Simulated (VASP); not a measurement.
# Ir (P-1) in VASP: single point with LDA

Aim: the single point of Ir with LDA.

All numbers are computed with VASP 6.6.1; they aren't measurements. Logs are shortened: lines on timing, memory, paths and dates and some standing lists are left out, and cuts for length are marked.

## 1. The cell of the first run

The typed cell holds 1 atom: a = 2.506 Å, b = 2.402 Å, c = 2.717 Å, α = 68.69°, β = 69.83°, γ = 66.59°.

## 2. Single point, LDA (engineering shear strain xz -0.2200, engineering shear strain yz -0.1467)

Contents of INCAR:

```
PREC = Accurate
ENCUT = 560
EDIFF = 1E-6
ISMEAR = 0
SIGMA = 0.15
LREAL = F
LASPH = T
NELM = 120
ALGO = Normal
ISIF = 2
LWAVE = F
LCHARG = F
NBANDS = 14
GGA_COMPAT = F
```

Contents of KPOINTS:

```
regular mesh
0
Gamma
  20 20 20
```

Contents of POSCAR:

```
Ir
1.0
   -0.2095946661      1.7656445215      1.7656445215
    1.6958113896     -0.1397615342      1.6958113896
    1.9054060557      1.9054060557     -0.3493562003
Ir
1
Direct
    0.0000000000      0.0000000000      0.0000000000
```

Potentials or basis: VASP PAW LDA potentials, release 64 (Ir_sv_GW).

On the command line:

```console
cat potpaw_LDA.64/Ir_sv_GW/POTCAR > POTCAR
mpirun -np 1 vasp_std > vasp.out
```

OUTCAR:

```text
PREC = Accurate
   ENCUT = 560
   EDIFF = 1E-6
   ISMEAR = 0
   LREAL = F
   LASPH = T
   NELM = 120
   ISIF = 2

 ion  position               nearest neighbor table
   1  0.000  0.000  0.000-

  LATTYP: Found a triclinic cell.
 ALAT       =     4.1029273284
 B/A-ratio  =     0.5855108425
 C/A-ratio  =     0.7298023973
 COS(alpha) =     0.0027154852
 COS(beta)  =     0.3215494288
 COS(gamma) =     0.8281931966

  Lattice vectors:

 A1 = (  -1.4862167235,  -1.6258829873,  -3.4614559111)
 A2 = (  -1.6958113896,   0.1397615342,  -1.6958113896)
 A3 = (   2.1150007218,   0.1397615342,  -2.1150007218)

Analysis of symmetry for initial positions (statically):
=====================================================================
 Subroutine PRICEL returns:
 Original cell was already a primitive cell.

 Routine SETGRP: Setting up the symmetry group for a
 triclinic supercell.

 Subroutine GETGRP returns: Found  2 space group operations
 (whereof  2 operations were pure point group operations)
 out of a pool of  2 trial point group operations.

The static configuration has the point symmetry S_2 .

Analysis of symmetry for dynamics (positions and initial velocities):
=====================================================================
 Subroutine PRICEL returns:
 Original cell was already a primitive cell.

 Routine SETGRP: Setting up the symmetry group for a
 triclinic supercell.

 Subroutine GETGRP returns: Found  2 space group operations
 (whereof  2 operations were pure point group operations)
 out of a pool of  2 trial point group operations.

The dynamic configuration has the point symmetry S_2 .

 Subroutine INISYM returns: Found  2 space group operations
 (whereof  2 operations are pure point group operations),
 and found     1 'primitive' translations

----------------------------------------------------------------------------------------

                                     Primitive cell

  volume of cell :      13.5936

  direct lattice vectors                    reciprocal lattice vectors
    -0.209594666  1.765644522  1.765644522    -0.234109204  0.281283582  0.257291396
     1.695811390 -0.139761534  1.695811390     0.292866777 -0.242102964  0.276868351
     1.905406056  1.905406056 -0.349356200     0.238419072  0.246412832 -0.218110779

  length of vectors
[... 72 lines left out ...]
   ISTART =      0    job   : 0-new  1-cont  2-samecut
   ICHARG =      2    charge: 1-file 2-atom 10-const
   ISPIN  =      1    spin polarized calculation?
   LNONCOLLINEAR =      F non collinear calculations
   LSORBIT =      F    spin-orbit coupling
   LASPH  =      T    aspherical Exc in radial PAW
   ENCUT  =  560.0 eV  41.16 Ry    6.42 a.u.   4.83  4.64  5.24*2*pi/ulx,y,z
   NELM   =    120;   NELMIN=  2; NELMDL= -5     # of ELM steps
   EDIFF  = 0.1E-05   stopping-criterion for ELM
   LREAL  =      F    real-space projection
[... 7 lines left out ...]
   TEBEG  =    0.0;   TEEND  =   0.0 temperature during run
   PSTRESS=    0.0 pullay stress
   NELECT =      17.0000    total number of electrons
   NUPDOWN=      -1.0000    fix difference up-down
   EMIN   =  10.00;   EMAX   =-10.00  energy-range for DOS
   EFERMI =   0.00;   METHOD = LEGACY
   ISMEAR =     0;   SIGMA  =   0.15  broadening in eV -4-tet -1-fermi 0-gaus
   EFERMI_NEDOS =   21; number of points for ismear=-14 and -15
   IALGO  =     38    algorithm
   IMIX   =      4    mixing-type and parameters
     AMIX     =   0.40;   BMIX     =  1.00
     AMIX_MAG =   1.60;   BMIX_MAG =  1.00
  volume/ion in A,a.u.               =      13.59        91.73
  Fermi-wavevector in a.u.,A,eV,Ry     =   1.763788  3.333077 42.327041  3.110950
  Thomas-Fermi vector in A             =   2.831895
   LORBIT       =      0    0 simple, 1 ext, 2 COOP (PROOUT), +10 PAW based schemes
   GGA     = CA    functional components
   LHFCALC =     F    Hartree Fock is set to
   AEXX    =    0.0000 exact exchange contribution
   IVDW    =     0    specifies the selected vdW correction
   LEPSILON=     F    determine dielectric tensor
   LRPA    =     F    only Hartree local field effects (RPA)
 non-spin polarized calculation
 Gauss-broadening in eV      SIGMA  =   0.15
  energy-cutoff  :      560.00
  volume of cell :       13.59
 maximum number of plane-waves:       421
   NGX =  9   NGY =  9   NGZ = 11

 number of electron      17.0000000 magnetization

 Free energy of the ion-electron system (eV)
  ---------------------------------------------------
  ext. energy  EPLUGINS =         0.00000000
  ---------------------------------------------------
  free energy    TOTEN  =       -10.04759726 eV

  energy without entropy =      -10.03361446  energy(sigma->0) =      -10.04060586

 E-fermi :  13.2505     XC(G=0): -14.9790

 val. band max:       13.2501440859   @ k =   0.5000  -0.2000   0.1000
 cond. band min:      13.2514052732   @ k =  -0.2000   0.4500  -0.0000
 fundamental gap:      0.0012611873
 Fermi energy:        13.2505119555

 k-point     1 :       0.0000    0.0000    0.0000
  band No.  band energies     occupation
      1     -79.1935      2.00000
      2     -35.8892      2.00000
      3     -35.7357      2.00000
      4     -35.5882      2.00000
      5       1.9614      2.00000
      6       7.2730      2.00000
      7       7.8391      2.00000
      8      11.5333      2.00000
      9      13.0330      1.95974
     10      13.1264      1.75787
     11      26.3208      0.00000
     12      29.7950      0.00000
     13      33.1761      0.00000
     14      38.0007      0.00000
[... 377 lines left out ...]
      1     -79.1014      2.00000
      2     -36.7881      2.00000
      3     -35.8411      2.00000
      4     -35.7731      2.00000
      5       4.8275      2.00000
      6       7.5772      2.00000
      7      10.8537      2.00000
      8      11.7744      2.00000
      9      12.7015      2.00000
     10      15.0716      0.00000
     11      22.2478      0.00000
     12      28.0426      0.00000
     13      31.4916      0.00000
     14      36.7468      0.00000

 [... further k-points ...]
[... 5 lines left out ...]
  --------------------------------------------------------------------------------------
  -------------------------------------------------------------------------------------
  Total        3.2570320      1.3672065      4.8662187      0.0586439      2.8074965      4.8538040
  in kB      383.8828263    161.1427482    573.5460356      6.9119384    330.8993338    572.0828089
  external PRESSURE =     372.8572034 kB  Pullay stress =       0.0000000 kB

 VOLUME and BASIS-vectors are now :
 -----------------------------------------------------------------------------
  energy-cutoff  :      560.00
  volume of cell :       13.59
      direct lattice vectors                 reciprocal lattice vectors
    -0.209594666  1.765644522  1.765644522    -0.234109204  0.281283582  0.257291396
     1.695811390 -0.139761534  1.695811390     0.292866777 -0.242102964  0.276868351
     1.905406056  1.905406056 -0.349356200     0.238419072  0.246412832 -0.218110779

 POSITION                                       TOTAL-FORCE (eV/Angst)
 -----------------------------------------------------------------------------------
      0.00000      0.00000      0.00000         0.000000      0.000000     -0.000000
 -----------------------------------------------------------------------------------
    total drift:                                0.000000     -0.000000     -0.000000

  FREE ENERGIE OF THE ION-ELECTRON SYSTEM (eV)
  ---------------------------------------------------
  free  energy   TOTEN  =       -10.0475972624 eV

  energy  without entropy=      -10.0336144648  energy(sigma->0) =      -10.04060586
```

OSZICAR:

```text
N       E                     dE             d eps       ncg     rms          rms(c)
DAV:   1     0.117185672668E+03    0.11719E+03   -0.11973E+04115084   0.134E+03
DAV:   2    -0.935022199900E+01   -0.12654E+03   -0.12130E+03139904   0.406E+02
DAV:   3    -0.110713739337E+02   -0.17212E+01   -0.17154E+01125858   0.449E+01
DAV:   4    -0.110740178358E+02   -0.26439E-02   -0.26438E-02136076   0.214E+00
DAV:   5    -0.110740233496E+02   -0.55137E-05   -0.55127E-05126506   0.921E-02    0.778E+01
DAV:   6    -0.101376043731E+02    0.93642E+00   -0.12178E+00121220   0.117E+01    0.422E+01
DAV:   7    -0.100659384697E+02    0.71666E-01   -0.36320E-01134768   0.597E+00    0.694E+00
DAV:   8    -0.100477874606E+02    0.18151E-01   -0.61733E-02115976   0.308E+00    0.561E-01
DAV:   9    -0.100477219911E+02    0.65470E-04   -0.75084E-04130706   0.320E-01    0.382E-01
DAV:  10    -0.100475997981E+02    0.12219E-03   -0.22661E-04122150   0.219E-01    0.262E-01
DAV:  11    -0.100475973422E+02    0.24559E-05   -0.55506E-06131234   0.295E-02    0.559E-02
DAV:  12    -0.100475972624E+02    0.79819E-07   -0.17716E-07 59446   0.461E-03
   1 F= -.10047597E+02 E0= -.10040606E+02  d E =-.139828E-01
```

Run time: 9.7 min. Hardware: 1 thread of Intel Xeon Platinum 8488C (Sapphire Rapids), shared host; peak memory 0.92 GiB.

Results:

| Property | Result |
| --- | --- |
| Free energy | -10.0476 eV |
| Pressure | 37.3 GPa |
| Band gap on the k mesh | zero (an odd number of electrons rules out a gap without spin polarisation) |

Caveat: the cell differs from its parent crystal (engineering shear strain xz -0.2200, engineering shear strain yz -0.1467); the stress differs along the axes, from 16 to 57 GPa; spin-orbit coupling is left out, which moves the levels of the heavy elements.
